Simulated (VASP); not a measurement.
# Al2Ru: single point with PBEsol

Crystal: Al2Ru.

```
CELL_PARAMETERS angstrom
-1.51604 1.51604 4.09071
1.51604 -1.51604 4.09071
1.51604 1.51604 -4.09071
ATOMIC_POSITIONS crystal
Al 0.65908 0.65908 0.00000
Al 0.34092 0.34092 0.00000
Ru 0.00000 0.00000 0.00000
```

| Item | Value |
| --- | --- |
| Program | VASP 6.6.1 |
| Task | single point |
| Functional | PBEsol |
| Potentials or basis | VASP PAW PBE potentials, release 64 (Al, Ru_pv) |
| Cutoff | 520 eV |
| k mesh | 20 × 20 × 20 |
| Occupations | gaussian, width 0.15 eV |
| Spin | collinear spin, ferromagnetic start |
| Starting moments | [0.0, 0.0, 0.75] μB |
| Fixed moment | 0.75 μB |
| Dipole correction | no |
| Further INCAR settings | ALGO = Fast; EDIFF = 1e-06; NBANDS = 21 |

The pressure is 21.4 GPa and the largest force is 0.102 eV/Å. The net moment is 0.75 μB per cell and the site moments are Al +0.04; Ru +0.42 μB. The valence electrons inside the program's atomic spheres are Al 0.87; Ru 12.99.

Forces on the atoms (eV/Å):
```
Al   0.000  0.000  0.102
Al   0.000  0.000 -0.102
Ru   0.000  0.000  0.000
```

Stress tensor (GPa, compression positive):
```
22.80  0.00  0.00
 0.00 22.80  0.00
 0.00  0.00 18.63
```

Run time: 15 min on 4 MPI ranks on Oxide Virtual Turin-like Processor (shared host), peak memory 0.79 GiB a rank.

Caveat: the cell stands under pressure; the PAW data sets were made with another functional, which shifts forces and pressure a little; the total moment is fixed, so each spin has its own Fermi level and the state may be an excited one.
